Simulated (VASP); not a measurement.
# WSe2 (P6_3/mmc) in VASP: notebook

The runs below take WSe2 through single point, relaxation of shape and atoms at fixed volume, relaxation of cell and atoms, with PBEsol+D3(BJ).

Everything below comes from runs of VASP 6.6.1. Logs are shortened: lines on timing, memory, paths and dates and some standing lists are left out, and cuts for length are marked.

**Measured values to compare with.**

“Time-resolved XUV ARPES with tunable 24–33 eV laser pulses at 30 meV resolution”, 2019, pmc:6684652 reports, for a bulk crystal of WSe2: band gap 1.3 eV (indirect).

How close the calculation comes is told below.

### 1 The cell of the first run

The structure is hexagonal, space group P6_3/mmc (No. 194). The conventional cell has a = 3.230 Å, b = 3.230 Å, c = 12.415 Å, α = 90.00°, β = 90.00°, γ = 120.00°. Within 3.3 Å of W (site symmetry -6m2) lie 6 Se at 2.51 Å and 6 W at 3.23 Å. Within 3.3 Å of Se (site symmetry 3m) lie 3 W at 2.51 Å and 6 Se at 3.23 Å.

### 2 Single point, PBEsol+D3(BJ)

Input file INCAR:

```
ALGO = Normal
EDIFF = 1E-6
ENCUT = 520
GGA = PS
ISIF = 2
ISMEAR = 0
IVDW = 12
LASPH = True
LCHARG = False
LREAL = False
LWAVE = False
NBANDS = 35
NELM = 60
PREC = Accurate
SIGMA = 0.02
```

Input file KPOINTS:

```
k-points
0
Gamma
  12 12 2
```

Input file POSCAR:

```
WSe2
1.0
    3.2304557874      0.0000000000      0.0000000000
   -1.6152278937      2.7976567777      0.0000000000
    0.0000000000      0.0000000000     12.4145013743
W Se
2 4
Direct
    0.3333333333      0.6666666667      0.2500000000
    0.6666666667      0.3333333333      0.7500000000
    0.3333333333      0.6666666667      0.6145805821
    0.6666666667      0.3333333333      0.1145805821
    0.3333333333      0.6666666667      0.8854194179
    0.6666666667      0.3333333333      0.3854194179
```

Potentials or basis: VASP PAW PBE potentials, release 64 (W_sv, Se).

Command:

```sh
cat potpaw_PBE.64/W_sv/POTCAR potpaw_PBE.64/Se/POTCAR > POTCAR
mpirun -np 1 vasp_std > vasp.out
```

OUTCAR:

```text
EDIFF = 1E-6
   ENCUT = 520
   GGA = PS
   ISIF = 2
   ISMEAR = 0
   IVDW = 12
   LASPH = True
   LREAL = False
   NELM = 60
   PREC = Accurate
 IVDW          = 12

 ion  position               nearest neighbor table
   1  0.333  0.667  0.250-   4 2.51   6 2.51   4 2.51   6 2.51   4 2.51   6 2.51
   2  0.667  0.333  0.750-   3 2.51   5 2.51   3 2.51   5 2.51   3 2.51   5 2.51
   3  0.333  0.667  0.615-   2 2.51   2 2.51   2 2.51
   4  0.667  0.333  0.115-   1 2.51   1 2.51   1 2.51
   5  0.333  0.667  0.885-   2 2.51   2 2.51   2 2.51
   6  0.667  0.333  0.385-   1 2.51   1 2.51   1 2.51

  LATTYP: Found a hexagonal cell.
 ALAT       =     3.2304557874
 C/A-ratio  =     3.8429565954

  Lattice vectors:

 A1 = (   3.2304557874,   0.0000000000,   0.0000000000)
 A2 = (  -1.6152278937,   2.7976567777,   0.0000000000)
 A3 = (   0.0000000000,   0.0000000000,  12.4145013743)

Analysis of symmetry for initial positions (statically):
=====================================================================
 Subroutine PRICEL returns:
 Original cell was already a primitive cell.

 Routine SETGRP: Setting up the symmetry group for a
 hexagonal supercell.

 Subroutine GETGRP returns: Found 24 space group operations
 (whereof 12 operations were pure point group operations)
 out of a pool of 24 trial point group operations.

The static configuration has the point symmetry D_3d.
 The point group associated with its full space group is D_6h.

Analysis of symmetry for dynamics (positions and initial velocities):
=====================================================================
 Subroutine PRICEL returns:
 Original cell was already a primitive cell.

 Routine SETGRP: Setting up the symmetry group for a
 hexagonal supercell.

 Subroutine GETGRP returns: Found 24 space group operations
 (whereof 12 operations were pure point group operations)
 out of a pool of 24 trial point group operations.

The dynamic configuration has the point symmetry D_3d.
 The point group associated with its full space group is D_6h.

 Subroutine INISYM returns: Found 24 space group operations
 (whereof 12 operations are pure point group operations),
 and found     1 'primitive' translations

----------------------------------------------------------------------------------------

                                     Primitive cell

[... 99 lines left out ...]
   LREAL  =      F    real-space projection
   EDIFFG = 0.1E-04   stopping-criterion for IOM
   NSW    =      0    number of steps for IOM
   IBRION =     -1    ionic relax: 0-MD 1-quasi-New 2-CG
   NFREE  =      0    steps in history (QN), initial steepest desc. (CG)
   ISIF   =      2    stress and relaxation
   ISYM   =      2    0-nonsym 1-usesym 2-fastsym
   POTIM  = 0.5000    time-step for ionic-motion
   TEBEG  =    0.0;   TEEND  =   0.0 temperature during run
   PSTRESS=    0.0 pullay stress
   NELECT =      52.0000    total number of electrons
   NUPDOWN=      -1.0000    fix difference up-down
   EMIN   =  10.00;   EMAX   =-10.00  energy-range for DOS
   EFERMI =   0.00;   METHOD = LEGACY
   ISMEAR =     0;   SIGMA  =   0.02  broadening in eV -4-tet -1-fermi 0-gaus
   EFERMI_NEDOS =   21; number of points for ismear=-14 and -15
   IALGO  =     38    algorithm
   IMIX   =      4    mixing-type and parameters
     AMIX     =   0.40;   BMIX     =  1.00
     AMIX_MAG =   1.60;   BMIX_MAG =  1.00
  volume/ion in A,a.u.               =      18.70       126.19
  Fermi-wavevector in a.u.,A,eV,Ry     =   1.266913  2.394118 21.838281  1.605068
  Thomas-Fermi vector in A             =   2.400089
   LORBIT       =      0    0 simple, 1 ext, 2 COOP (PROOUT), +10 PAW based schemes
   GGA     = PS    functional components
   LHFCALC =     F    Hartree Fock is set to
   AEXX    =    0.0000 exact exchange contribution
   IVDW    =    12    specifies the selected vdW correction
   LEPSILON=     F    determine dielectric tensor
   LRPA    =     F    only Hartree local field effects (RPA)
 non-spin polarized calculation
 Gauss-broadening in eV      SIGMA  =   0.02
  energy-cutoff  :      520.00
  volume of cell :      112.20
 maximum number of plane-waves:      3084
   NGX = 13   NGY = 13   NGZ = 47

 number of electron      52.0000015 magnetization

 Free energy of the ion-electron system (eV)
  ---------------------------------------------------
  ext. energy  EPLUGINS =         0.00000000
  ---------------------------------------------------
  free energy    TOTEN  =       -46.43106202 eV

  energy without entropy =      -46.43106202  energy(sigma->0) =      -46.43106202

 E-fermi :   7.4290     XC(G=0): -11.3902

 val. band max:        7.1633771263   @ k =   0.0000   0.0000   0.0000
 cond. band min:       7.8627807871   @ k =   0.1667   0.1667   0.0000
 fundamental gap:      0.6994036607
 Fermi energy:         7.4290045709

 k-point     1 :       0.0000    0.0000    0.0000
  band No.  band energies     occupation
      1     -67.1470      2.00000
      2     -67.1469      2.00000
      3     -31.4449      2.00000
      4     -31.4449      2.00000
      5     -31.2576      2.00000
      6     -31.2576      2.00000
[... 901 lines left out ...]
     34      11.1452      0.00000
     35      12.5851      0.00000

 [... further k-points ...]

------------------------ aborting loop because EDIFF is reached ----------------------------------------

 Edisp (eV)   -2.86013

 E8    (eV) :    -1.9240

  FORCE on cell =-STRESS in cart. coord.  units (eV):
  Direction    XX          YY          ZZ          XY          YZ          ZX
  --------------------------------------------------------------------------------------
  -------------------------------------------------------------------------------------
  Total       0.30930     0.30930     0.42648     0.00000     0.00000     0.00000
  in kB       4.41672     4.41672     6.09002     0.00000     0.00000     0.00000
  external pressure =        4.97 kB  Pullay stress =        0.00 kB

 VOLUME and BASIS-vectors are now :
 -----------------------------------------------------------------------------
  energy-cutoff  :      520.00
  volume of cell :      112.20
      direct lattice vectors                 reciprocal lattice vectors
     3.230455787  0.000000000  0.000000000     0.309553842  0.178720994  0.000000000
    -1.615227894  2.797656778  0.000000000     0.000000000  0.357441988  0.000000000
     0.000000000  0.000000000 12.414501374     0.000000000  0.000000000  0.080550960

 POSITION                                       TOTAL-FORCE (eV/Angst)
 -----------------------------------------------------------------------------------
     -0.00000      1.86510      3.10363        -0.000000      0.000000     -0.000000
      1.61523      0.93255      9.31088         0.000000     -0.000000     -0.000000
     -0.00000      1.86510      7.62971         0.000000      0.000000     -0.062957
      1.61523      0.93255      1.42246        -0.000000     -0.000000     -0.062957
     -0.00000      1.86510     10.99204        -0.000000      0.000000      0.062957
      1.61523      0.93255      4.78479        -0.000000     -0.000000      0.062957
 -----------------------------------------------------------------------------------
    total drift:                               -0.000000      0.000000     -0.000000

  FREE ENERGIE OF THE ION-ELECTRON SYSTEM (eV)
  ---------------------------------------------------
  free  energy   TOTEN  =       -49.2911952906 eV

  energy  without entropy=      -49.2911952906  energy(sigma->0) =      -49.29119529
```

OSZICAR:

```text
N       E                     dE             d eps       ncg     rms          rms(c)
DAV:   1     0.505413626580E+03    0.50541E+03   -0.28108E+04  2916   0.147E+03
DAV:   2    -0.154217781142E+02   -0.52084E+03   -0.50294E+03  3096   0.402E+02
DAV:   3    -0.475802467944E+02   -0.32158E+02   -0.31391E+02  3241   0.927E+01
DAV:   4    -0.482724856057E+02   -0.69224E+00   -0.68804E+00  3129   0.138E+01
DAV:   5    -0.482808151977E+02   -0.83296E-02   -0.83234E-02  3188   0.163E+00    0.326E+01
DAV:   6    -0.468190465826E+02    0.14618E+01   -0.49283E+00  2982   0.148E+01    0.120E+01
DAV:   7    -0.466066184868E+02    0.21243E+00   -0.25446E+00  2814   0.745E+00    0.565E+00
DAV:   8    -0.464319319579E+02    0.17469E+00   -0.39827E-01  2904   0.424E+00    0.133E+00
DAV:   9    -0.464331810308E+02   -0.12491E-02   -0.56156E-02  3159   0.112E+00    0.922E-01
DAV:  10    -0.464311283312E+02    0.20527E-02   -0.12889E-02  2904   0.772E-01    0.146E-01
DAV:  11    -0.464311167873E+02    0.11544E-04   -0.14497E-03  2904   0.245E-01    0.175E-01
DAV:  12    -0.464310756654E+02    0.41122E-04   -0.49332E-05  3132   0.462E-02    0.113E-01
DAV:  13    -0.464310620959E+02    0.13569E-04   -0.83298E-05  2966   0.570E-02    0.111E-02
DAV:  14    -0.464310620172E+02    0.78767E-07   -0.39302E-06  2763   0.118E-02
   1 F= -.49291195E+02 E0= -.49291195E+02  d E =-.967728E-81
```

stdout:

```text
POSCAR found type information on POSCAR W Se
 POSCAR found :  2 types and       6 ions
 scaLAPACK will be used
 -----------------------------------------------------------------------------
|                                                                             |
|                                                                             |
|     You enforced a specific xc type in the INCAR file but a different       |
|     I HOPE YOU KNOW WHAT YOU ARE DOING!                                     |
|                                                                             |
 -----------------------------------------------------------------------------

 LDA part: xc-table for (Slater+PW92), standard interpolation
 POSCAR, INCAR and KPOINTS ok, starting setup
 FFT: planning ... GRIDC
 FFT: planning ... GRID_SOFT
 FFT: planning ... GRID
 WAVECAR not read
 entering main loop
```

Run time: 1.9 min. Hardware: 1 thread of Intel Xeon 6975P-C (Granite Rapids), shared host; peak memory 0.29 GiB.

What came out:

```
Free energy                : -49.2912 eV
Pressure                   : 0.5 GPa
Largest force              : 0.063 eV/Å
Band gap on the k mesh     : 0.70 eV, indirect (least direct gap 1.65 eV)
Dispersion energy per atom : -0.477 eV
```

Forces in eV/Å, atoms in the order of the input:
```
W    0.000  0.000  0.000
W    0.000  0.000  0.000
Se   0.000  0.000 -0.063
Se   0.000  0.000 -0.063
Se   0.000  0.000  0.063
Se   0.000  0.000  0.063
```

Stress tensor (GPa, compression positive):
```
0.44 0.00 0.00
0.00 0.44 0.00
0.00 0.00 0.61
```

Levels at points of the mesh, in eV from the valence-band top:
| k point | band 24 | band 25 | band 26 | band 27 | band 28 | band 29 |
| --- | --- | --- | --- | --- | --- | --- |
| (0.00, 0.00, 0.00) | -1.48 | -0.78 | 0.00 | 2.66 | 2.66 | 2.68 |
| (0.50, 0.00, 0.00) | -1.47 | -1.45 | -1.01 | 2.18 | 2.23 | 2.29 |
| (0.00, 0.00, 0.50) | -1.54 | -0.19 | -0.19 | 2.65 | 2.65 | 2.65 |
| (0.50, 0.00, 0.50) | -1.53 | -1.24 | -1.24 | 2.25 | 2.25 | 2.54 |

Caveat: the PAW data sets were made with another functional, which shifts forces and pressure a little; spin-orbit coupling is left out, which moves the levels of the heavy elements.

### 3 Single point, PBEsol+D3(BJ) (volume scaled by 1.03, then relaxed in part)

Input file INCAR:

```
SYSTEM = WSe2
PREC = Accurate ; ENCUT = 520
EDIFF = 1E-6 ; ISMEAR = 0
SIGMA = 0.02 ; LREAL = .FALSE.
LASPH = .TRUE. ; NELM = 80
ALGO = Normal ; ISIF = 2
LWAVE = .FALSE. ; LCHARG = .FALSE.
GGA = PS ; IVDW = 12
NBANDS = 35
```

Input file KPOINTS:

```
regular mesh
0
G
  12 12 2
  0 0 0
```

Input file POSCAR:

```
WSe2
1.0
    3.2491138932      0.0000000000      0.0000000000
   -1.6245569466      2.8138151713      0.0000000000
    0.0000000000      0.0000000000     12.6404995746
W Se
2 4
Direct
    0.3333333333      0.6666666667      0.2500000000
    0.6666666667      0.3333333333      0.7500000000
    0.3333333333      0.6666666667      0.6172264310
    0.6666666667      0.3333333333      0.1172264310
    0.3333333333      0.6666666667      0.8827735690
    0.6666666667      0.3333333333      0.3827735690
```

Potentials or basis: VASP PAW PBE potentials, release 64 (W_sv, Se).

Command:

```sh
cat potpaw_PBE.64/W_sv/POTCAR potpaw_PBE.64/Se/POTCAR > POTCAR
mpirun -np 1 vasp_std > vasp.out
```

OUTCAR:

```text
SYSTEM = WSe2
   PREC = Accurate
   ENCUT = 520
   EDIFF = 1E-6
   ISMEAR = 0
   LREAL = .FALSE.
   LASPH = .TRUE.
   NELM = 80
   ISIF = 2
   GGA = PS
   IVDW = 12
 IVDW          = 12

 ion  position               nearest neighbor table
   1  0.333  0.667  0.250-   4 2.52   6 2.52   4 2.52   6 2.52   4 2.52   6 2.52
   2  0.667  0.333  0.750-   3 2.52   5 2.52   3 2.52   5 2.52   3 2.52   5 2.52
   3  0.333  0.667  0.617-   2 2.52   2 2.52   2 2.52
   4  0.667  0.333  0.117-   1 2.52   1 2.52   1 2.52
   5  0.333  0.667  0.883-   2 2.52   2 2.52   2 2.52
   6  0.667  0.333  0.383-   1 2.52   1 2.52   1 2.52

  LATTYP: Found a hexagonal cell.
 ALAT       =     3.2491138932
 C/A-ratio  =     3.8904452076

  Lattice vectors:

 A1 = (   3.2491138932,   0.0000000000,   0.0000000000)
 A2 = (  -1.6245569466,   2.8138151713,   0.0000000000)
 A3 = (   0.0000000000,   0.0000000000,  12.6404995746)

Analysis of symmetry for initial positions (statically):
=====================================================================
 Subroutine PRICEL returns:
 Original cell was already a primitive cell.

 Routine SETGRP: Setting up the symmetry group for a
 hexagonal supercell.

 Subroutine GETGRP returns: Found 24 space group operations
[... 181 lines left out ...]

 k-point     1 :       0.0000    0.0000    0.0000
  band No.  band energies     occupation
      1     -67.5255      2.00000
      2     -67.5255      2.00000
      3     -31.8080      2.00000
      4     -31.8079      2.00000
      5     -31.6385      2.00000
      6     -31.6385      2.00000
[... 901 lines left out ...]
     34      10.7523      0.00000
     35      12.2490      0.00000

 [... further k-points ...]

------------------------ aborting loop because EDIFF is reached ----------------------------------------

 Edisp (eV)   -2.77181

 E8    (eV) :    -1.8640

  FORCE on cell =-STRESS in cart. coord.  units (eV):
  Direction    XX          YY          ZZ          XY          YZ          ZX
  --------------------------------------------------------------------------------------
  -------------------------------------------------------------------------------------
  Total      -0.97631    -0.97631    -0.85729    -0.00000     0.00000     0.00000
  in kB     -13.53542   -13.53542   -11.88539    -0.00000     0.00000     0.00000
  external pressure =      -12.99 kB  Pullay stress =        0.00 kB

 VOLUME and BASIS-vectors are now :
 -----------------------------------------------------------------------------
  energy-cutoff  :      520.00
  volume of cell :      115.56
      direct lattice vectors                 reciprocal lattice vectors
     3.249113893  0.000000000  0.000000000     0.307776222  0.177694685  0.000000000
    -1.624556947  2.813815171  0.000000000     0.000000000  0.355389370  0.000000000
     0.000000000  0.000000000 12.640499575     0.000000000  0.000000000  0.079110797

 POSITION                                       TOTAL-FORCE (eV/Angst)
 -----------------------------------------------------------------------------------
     -0.00000      1.87588      3.16012        -0.000000      0.000000      0.000000
      1.62456      0.93794      9.48037         0.000000      0.000000      0.000000
     -0.00000      1.87588      7.80205         0.000000      0.000000     -0.063098
      1.62456      0.93794      1.48180        -0.000000      0.000000     -0.063098
     -0.00000      1.87588     11.15870        -0.000000     -0.000000      0.063098
      1.62456      0.93794      4.83845        -0.000000     -0.000000      0.063098
 -----------------------------------------------------------------------------------
    total drift:                                0.000000     -0.000000      0.000000

  FREE ENERGIE OF THE ION-ELECTRON SYSTEM (eV)
  ---------------------------------------------------
  free  energy   TOTEN  =       -49.2751573240 eV

  energy  without entropy=      -49.2751573240  energy(sigma->0) =      -49.27515732
```

OSZICAR:

```text
N       E                     dE             d eps       ncg     rms          rms(c)
DAV:   1     0.501653759420E+03    0.50165E+03   -0.27963E+04  2908   0.146E+03
DAV:   2    -0.166828146015E+02   -0.51834E+03   -0.50070E+03  3095   0.398E+02
DAV:   3    -0.477368723269E+02   -0.31054E+02   -0.30465E+02  3231   0.912E+01
DAV:   4    -0.483910635584E+02   -0.65419E+00   -0.65031E+00  3233   0.135E+01
DAV:   5    -0.483987843780E+02   -0.77208E-02   -0.77101E-02  3163   0.160E+00    0.320E+01
DAV:   6    -0.469002270197E+02    0.14986E+01   -0.52102E+00  2980   0.151E+01    0.116E+01
DAV:   7    -0.466811720161E+02    0.21906E+00   -0.26089E+00  2818   0.759E+00    0.565E+00
DAV:   8    -0.465040985969E+02    0.17707E+00   -0.39014E-01  2916   0.424E+00    0.131E+00
DAV:   9    -0.465053946985E+02   -0.12961E-02   -0.57232E-02  3141   0.113E+00    0.905E-01
DAV:  10    -0.465034139963E+02    0.19807E-02   -0.12905E-02  2906   0.771E-01    0.147E-01
DAV:  11    -0.465034018721E+02    0.12124E-04   -0.15230E-03  2905   0.251E-01    0.178E-01
DAV:  12    -0.465033583583E+02    0.43514E-04   -0.52423E-05  3101   0.474E-02    0.114E-01
DAV:  13    -0.465033451893E+02    0.13169E-04   -0.80067E-05  2934   0.554E-02    0.728E-03
DAV:  14    -0.465033453751E+02   -0.18586E-06   -0.40186E-06  2808   0.112E-02
   1 F= -.49275157E+02 E0= -.49275157E+02  d E =-.102061E-77
```

stdout:

```text
POSCAR found type information on POSCAR W Se
 POSCAR found :  2 types and       6 ions
 scaLAPACK will be used
 -----------------------------------------------------------------------------
|                                                                             |
|                                                                             |
|     You enforced a specific xc type in the INCAR file but a different       |
|     I HOPE YOU KNOW WHAT YOU ARE DOING!                                     |
|                                                                             |
 -----------------------------------------------------------------------------

 LDA part: xc-table for (Slater+PW92), standard interpolation
 POSCAR, INCAR and KPOINTS ok, starting setup
 FFT: planning ... GRIDC
 FFT: planning ... GRID_SOFT
 FFT: planning ... GRID
 WAVECAR not read
 entering main loop
```

Wall time 84 s (1 thread of Intel Xeon 6975P-C (Granite Rapids), shared host); peak memory 0.3 GiB.

What came out:

| Property | Result |
| --- | --- |
| Free energy | -49.2752 eV |
| Pressure | -1.3 GPa |
| Largest force | 0.063 eV/Å |
| Band gap on the k mesh | 0.81 eV, indirect (least direct gap 1.63 eV) |
| Dispersion energy per atom | -0.462 eV |

Forces in eV/Å, atoms in the order of the input:
```
W    0.000  0.000  0.000
W    0.000  0.000  0.000
Se   0.000  0.000 -0.063
Se   0.000  0.000 -0.063
Se   0.000  0.000  0.063
Se   0.000  0.000  0.063
```

Caveat: the PAW data sets were made with another functional, which shifts forces and pressure a little; spin-orbit coupling is left out, which moves the levels of the heavy elements.

[end of part 1 of 2]
